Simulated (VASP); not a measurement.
Runs of VASP 6.6.1 on AgCl (Chlorargyrite). The structure is that of space group Fm-3m (No. 225), or close to it. The cells are those of the table. 

| task | spin | cell | cutoff (eV) | smearing | gap on the mesh (eV) | pressure (GPa) | moment (μB) | relaxed volume (Å³/atom) |
| --- | --- | --- | --- | --- | --- | --- | --- | --- |
| single point | off | a = 3.967 Å, angles 60.0°, 2 atoms | 520 | fermi-dirac 0.02 eV | 0.96 | -0.1 | - | - |
| single point | non-collinear, zero start, SOC | a = 3.967 Å, angles 60.0°, 2 atoms | 520 | fermi-dirac 0.02 eV | - | -0.1 | 0.00 | - |
| single point | off | a = 4.024 Å, angles 60.0°, 2 atoms | 520 | fermi-dirac 0.02 eV | 0.98 | -1.7 | - | - |
| electric field gradients | off | a = 3.967 Å, angles 60.0°, 2 atoms | 520 | fermi-dirac 0.02 eV | 0.96 | -0.1 | - | - |
| relaxation of cell and atoms | non-collinear, zero start, SOC | relaxed from a = 3.967 Å, angles 60.0°, 2 atoms | 600 | fermi-dirac 0.02 eV | - | 0.0 | 0.00 | 22.01 |
| single point | non-collinear, zero start, SOC | a = 3.967 Å, angles 60.0°, 2 atoms | 520 | methfessel-paxton 0.001 eV | - | -0.1 | 0.00 | - |
| relaxation of cell and atoms | off | relaxed from a = 3.967 Å, angles 60.0°, 2 atoms | 600 | fermi-dirac 0.02 eV | 0.96 | 0.0 | - | (a) |

Alike in all rows: level PBE; potentials or basis VASP PAW PBE potentials, release 64 (Ag, Cl); k mesh 9 × 9 × 9.

Problem. Fill in the values left out.

Solution. (a) 22.04.

A k mesh can miss the band edges, and rows without SOC leave out spin-orbit coupling on Ag.
